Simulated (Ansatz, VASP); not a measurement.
**Two plane-wave programs on Nb**

The input INCAR:

```
  ALGO = Normal
  EDIFF = 1E-7
  EDIFFG = -0.04
  ENCUT = 500
  GGA = PS
  GGA_COMPAT = False
  IBRION = 2
  ISIF = 3
  ISMEAR = 0
  LASPH = True
  LCHARG = False
  LREAL = False
  LWAVE = False
  NELM = 120
  NELMIN = 4
  NSW = 90
  PREC = Accurate
  SIGMA = 0.1
```

File KPOINTS:

```
k-points
0
Gamma
  8 8 8
```

POSCAR

```
Nb
1.0
    0.0000000000      2.1251030734      2.1251030734
    2.1251030734      0.0000000000      2.1251030734
    2.1251030734      2.1251030734      0.0000000000
Nb
1
Direct
    0.0000000000      0.0000000000      0.0000000000
```

Input for Ansatz:

```yaml
crystal:
  lattice:
    - [0.0, 2.1251030734, 2.1251030734]
    - [2.1251030734, 0.0, 2.1251030734]
    - [2.1251030734, 2.1251030734, 0.0]
  atoms:
    - { symbol: Nb, position: [0.0, 0.0, 0.0] }
basis:
  ecutwfc: 420
kpoints:
  mp_grid: { grid: [8, 8, 8] }
hamiltonian:
  xc: pbesol
scf:
  occupations: { method: gaussian, width: 0.1 }
  lower_state_search: "off"
output:
  forces: true
  stress: true
  eigenvalues: true
relax:
  adjacent_minimum: "off"
  f_tol: 0.04
  max_steps: 70
  cell: { stress_tol: 0.4 }
```

Alike in both runs: task relaxation of cell and atoms; functional PBEsol; k mesh 8 × 8 × 8; occupations gaussian, width 0.1 eV; no spin polarisation.

|  | VASP | Ansatz |
| --- | --- | --- |
| version | VASP 6.6.1 | Ansatz 0.2.0 |
| potentials or method | VASP PAW PBE potentials, release 64 (Nb_sv), cutoff 500 eV | scalar-relativistic, plane waves, PAW |
| valence electrons in the cell | 13 | 13 |

Ansatz gave:

- gap on the k mesh at the Fermi level, each at its own relaxed structure (eV): none
- relaxed volume (Å³/atom): 18.07
- relaxed cell length with the largest relative difference (Å): 2.945

Q: What did VASP give for the same quantities?

A: gap on the k mesh at the Fermi level, each at its own relaxed structure (eV): none; relaxed volume (Å³/atom): 18.09; relaxed cell length with the largest relative difference (Å): 2.946.

VASP's potentials were made for PBE, not for PBEsol. A gap of «none» marks a metal or a gap that the smearing closes.
